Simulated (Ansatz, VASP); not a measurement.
One calculation of Ta2N, two programs

INCAR

```
PREC = Accurate
ENCUT = 520
EDIFF = 1E-6
ISMEAR = -1
SIGMA = 0.05
LREAL = F
LASPH = T
NELM = 100
ALGO = Normal
ISIF = 2
LWAVE = F
LCHARG = T
LELF = T
LVHAR = T
NBANDS = 20
```

KPOINTS

```
regular mesh
0
Gamma
  10 10 6
```

The input POSCAR:

```
Ta2N
1.0
    3.1334770837      0.0000000000      0.0000000000
   -1.5667385418      2.7136707566      0.0000000000
    0.0000000000      0.0000000000      4.9020925425
Ta N
2 1
Direct
    0.3333333333      0.6666666667      0.2547110000
    0.6666666667      0.3333333333      0.7452890000
    0.0000000000      0.0000000000      0.0000000000
```

The input input.yaml:

```yaml
crystal:
  lattice:
    - [3.1334770837, 0.0, 0.0]
    - [-1.5667385418, 2.7136707566, 0.0]
    - [0.0, 0.0, 4.9020925425]
  atoms:
    - { symbol: Ta, position: [0.3333333333, 0.6666666667, 0.254711] }
    - { symbol: Ta, position: [0.6666666667, 0.3333333333, 0.745289] }
    - { symbol: "N", position: [0.0, 0.0, 0.0] }
hamiltonian:
  xc: lda
  pseudopotentials: { kind: paw }
kpoints:
  mp_grid: { grid: [10, 10, 6] }
scf:
  occupations: { method: fermi_dirac, width: 0.05 }
output:
  forces: true
  stress: true
  eigenvalues: true
```

Alike in both runs: task single point; functional LDA; k mesh 10 × 10 × 6; occupations fermi-dirac, width 0.05 eV; no spin polarisation.

|  | VASP | Ansatz |
| --- | --- | --- |
| version | VASP 6.6.1 | Ansatz 0.2.0 |
| potentials or method | VASP PAW LDA potentials, release 64 (Ta_pv, N) | Ansatz PAW |
| plane-wave cutoff (eV) | 520 | 420 |
| valence electrons in the cell | 27 | 31 |

|  | VASP | Ansatz | Ansatz less VASP |
| --- | --- | --- | --- |
| gap on the k mesh at the Fermi level (eV) | none | none | - |
| pressure (GPa) | -18.1 | -19.3 | -1.18 |
| traceless stress, the component that is largest in VASP (GPa) | 0.00 | 0.08 | +0.076 |
| rms of the force components (eV/Å) | 0.240 | 0.257 | +0.0173 |

LDA's correlation is that of Perdew and Zunger in VASP and of Perdew and Wang (1992) in Ansatz. Atom by atom the forces differ by 0.017 eV/Å (rms over components). A gap of «none» marks a metal or a gap that the smearing closes. VASP's potentials hold 27 valence electrons a cell and Ansatz's 31, so a difference there can come from the potentials and not from the codes.

Spin-orbit coupling is off throughout.
